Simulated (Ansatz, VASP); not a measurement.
# ZnO: VASP beside Ansatz

```
Zn O
1.0
     3.27944    0.00000    0.00000
    -1.63972    2.84008    0.00000
     0.00000    0.00000    5.29346
Zn O
2 2
Direct
  0.33333 0.66667 0.00151
  0.66667 0.33333 0.50151
  0.33333 0.66667 0.38059
  0.66667 0.33333 0.88059
```

Alike in both runs: task single point; functional PBE; k mesh 12 × 12 × 8; occupations gaussian, width 0.05 eV; no spin polarisation.

```csv
,VASP,Ansatz
version,VASP 6.6.1,Ansatz 0.2.0
potentials or method,"VASP PAW PBE potentials, release 64 (Zn, O), cutoff 600 eV","scalar-relativistic, plane waves, PAW"
valence electrons in the cell,36,36
```

Ansatz gave:

| Property | Result |
| --- | --- |
| gap on the k mesh at the Fermi level (eV) | 0.74 |
| pressure (GPa) | 0.0 |

Q: What did VASP give for the same quantities?

A: gap on the k mesh at the Fermi level (eV): 0.73; pressure (GPa): 0.7.
